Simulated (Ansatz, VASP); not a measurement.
**One calculation of FeSi, two programs**

```
CELL_PARAMETERS angstrom
4.49180 0.00000 0.00000
0.00000 4.49180 0.00000
0.00000 0.00000 4.49180
ATOMIC_POSITIONS crystal
Fe 0.13454 0.13454 0.13454
Fe 0.36546 0.86546 0.63454
Fe 0.63454 0.36546 0.86546
Fe 0.86546 0.63454 0.36546
Si 0.84006 0.84006 0.84006
Si 0.65994 0.15994 0.34006
Si 0.34006 0.65994 0.15994
Si 0.15994 0.34006 0.65994
```

Alike in both runs: functional PBE; k mesh 8 × 8 × 8; occupations gaussian, width 0.01 eV; no spin polarisation.

Ansatz relaxed the structure, and its values are those at the end. VASP's run is a single point on that final structure, the one shown.

```csv
,VASP,Ansatz
version,VASP 6.6.1,Ansatz 0.2.0
potentials or method,"VASP PAW PBE potentials, release 64 (Fe, Si), cutoff 520 eV","scalar-relativistic, all-electron LAPW"
```

|  | VASP | Ansatz | Ansatz less VASP |
| --- | --- | --- | --- |
| gap on the k mesh at the Fermi level (eV) | 0.16 | 0.17 | +0.010 |
| least direct gap on the mesh (eV) | 0.17 | 0.18 | +0.008 |
| pressure (GPa) | -5.8 | -6.0 | -0.14 |
| rms of the force components (eV/Å) | 0.013 | 0.001 | -0.0116 |

Ansatz ran all-electron here, and VASP with PAW potentials.
